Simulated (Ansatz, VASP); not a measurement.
## One calculation of Al, two programs

INCAR

```
SYSTEM = Al
ALGO = Fast ; EDIFF = 1E-6
ENCUT = 520 ; ISIF = 2
ISMEAR = 0 ; LASPH = .TRUE.
LCHARG = .FALSE. ; LREAL = .FALSE.
LWAVE = .FALSE. ; NBANDS = 10
NELM = 60 ; PREC = Accurate
SIGMA = 0.1
```

File KPOINTS:

```
k-points
0
G
  9 9 16
  0 0 0
```

The input POSCAR:

```
Al
1.0
    3.8679257586      0.0000000000      0.0106390743
    0.0000000000      3.8679403904      0.0000000000
   -1.9281036484      0.0000000000      2.1247565053
Al
2
Direct
    0.0000000000      0.0000000000      0.0000000000
    0.5000000000      0.5000000000      0.0000000000
```

Input for Ansatz:

```yaml
crystal:
  lattice:
    - [3.8679257586, 0.0, 0.0106390743]
    - [0.0, 3.8679403904, 0.0]
    - [-1.9281036484, 0.0, 2.1247565053]
  atoms:
    - { symbol: Al, position: [0.0, 0.0, 0.0] }
    - { symbol: Al, position: [0.5, 0.5, 0.0] }
basis:
  ecutwfc: 420
kpoints:
  mp_grid: { grid: [9, 9, 16] }
hamiltonian:
  xc: lda
scf:
  occupations: { method: gaussian, width: 0.1 }
output:
  forces: true
  eigenvalues: true
  stress: true
```

Alike in both runs: task single point; functional LDA; k mesh 9 × 9 × 16; occupations gaussian, width 0.1 eV; no spin polarisation.

|  | VASP | Ansatz |
| --- | --- | --- |
| version | VASP 6.6.1 | Ansatz 0.2.0 |
| potentials or method | VASP PAW LDA potentials, release 64 (Al), cutoff 520 eV | scalar-relativistic, plane waves, PAW |
| valence electrons in the cell | 6 | 6 |

VASP gave:

- gap on the k mesh at the Fermi level (eV): none
- pressure (GPa): 0.1
- traceless stress, the component that is largest in VASP (GPa): -3.27

Problem. Estimate Ansatz's values.

Solution. gap on the k mesh at the Fermi level (eV): none; pressure (GPa): 0.1; traceless stress, the component that is largest in VASP (GPa): -3.24.

LDA's correlation is that of Perdew and Zunger in VASP and of Perdew and Wang (1992) in Ansatz. A gap of «none» marks a metal or a gap that the smearing closes.
